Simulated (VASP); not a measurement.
Here is a VASP 6.6.1 calculation.

Contents of INCAR:

```
ALGO = Normal
EDIFF = 1E-6
ENCUT = 520
GGA = PE
ISIF = 2
ISMEAR = 0
LASPH = T
LCHARG = T
LELF = T
LREAL = F
LVHAR = T
LWAVE = F
NBANDS = 20
NELM = 80
PREC = Accurate
SIGMA = 0.1
```

KPOINTS

```
k-points
0
Gamma
  14 14 14
```

Contents of POSCAR:

```
B2N
1.0
   -1.8038878741      1.8038878741      3.7883276324
    1.8038878741     -1.8038878741      3.7883276324
    1.8038878741      1.8038878741     -3.7883276324
B N
4 2
Direct
    0.2577653458      0.2577653458      0.5155306916
    0.2577653458      0.7422346542      0.0000000000
    0.7422346542      0.2577653458      0.0000000000
    0.7422346542      0.7422346542      0.4844693084
    0.6436202334      0.6436202334      0.0000000000
    0.3563797666      0.3563797666      0.0000000000
```

Potentials or basis: VASP PAW PBE potentials, release 64 (B, N).

The run is started by

```console
$ cat potpaw_PBE.64/B/POTCAR potpaw_PBE.64/N/POTCAR > POTCAR
$ mpirun -np 1 vasp_std > vasp.out
```

Question: What does it give for the band gap on the k mesh?

Answer: Zero (bands 11 and 12 overlap by 0.33 eV).

Question: Predict the largest force.

Answer: 0.061 eV/Å.

Stress tensor (GPa, compression positive):
```
0.25 0.00 0.00
0.00 0.25 0.00
0.00 0.00 0.06
```

Caveat: semilocal functionals underestimate gaps, so a narrow gap can read as zero.
